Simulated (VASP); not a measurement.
## Ni3Ge: single point with r2SCAN

The system is Ni3Ge.

```
CELL_PARAMETERS angstrom
3.53033 0.00000 0.00000
0.00000 3.53033 0.00000
0.00000 0.00000 3.53033
ATOMIC_POSITIONS crystal
Ni 0.50000 0.00000 0.50000
Ni 0.00000 0.50000 0.50000
Ni 0.50000 0.50000 0.00000
Ge 0.00000 0.00000 0.00000
```

```json
{
 "Program": "VASP 6.6.1",
 "Task": "single point",
 "Functional": "r2SCAN",
 "Potentials or basis": "VASP PAW PBE potentials, release 64 (Ni, Ge_d)",
 "Cutoff": "520 eV",
 "k mesh": "12 × 12 × 12",
 "Occupations": "methfessel-paxton, width 0.02 eV",
 "Spin": "no spin polarisation",
 "Dipole correction": "no",
 "Further INCAR settings": "ALGO = Normal; EDIFF = 1e-06; NBANDS = 30"
}
```

- Pressure: 0.8 GPa
- Band gap on the k mesh: zero (band 22 reaches 10.22 eV, above the bottom of band 23 at 9.96 eV)

Levels at points of the mesh, in eV from the Fermi level:
```
           k point  band 18  band 19  band 20  band 21  band 22  band 23  band 24  band 25  band 26  band 27
(0.00, 0.00, 0.00)    -1.03    -0.68    -0.68    -0.34     0.06     0.06     0.06     4.31     7.19     7.19
(0.50, 0.00, 0.00)    -1.31    -1.31    -1.20    -0.62     0.06     3.76     3.76     5.20     6.05     6.05
(0.50, 0.50, 0.00)    -1.49    -1.27    -1.14    -0.96    -0.92     0.64     0.64     5.92     6.94     9.03
(0.50, 0.50, 0.50)    -1.44    -1.20    -1.20    -0.53    -0.20    -0.20    -0.20     0.80     4.46     4.46
```

It took 2.8 min on 1 thread of Intel(R) Xeon(R) 6975P-C (Granite Rapids), on a shared host, peak memory 0.23 GiB.

Caveat: the PAW data sets were made with another functional, which shifts forces and pressure a little. Spin polarisation is off, so any magnetic state and its effect on volume and gap are missing.
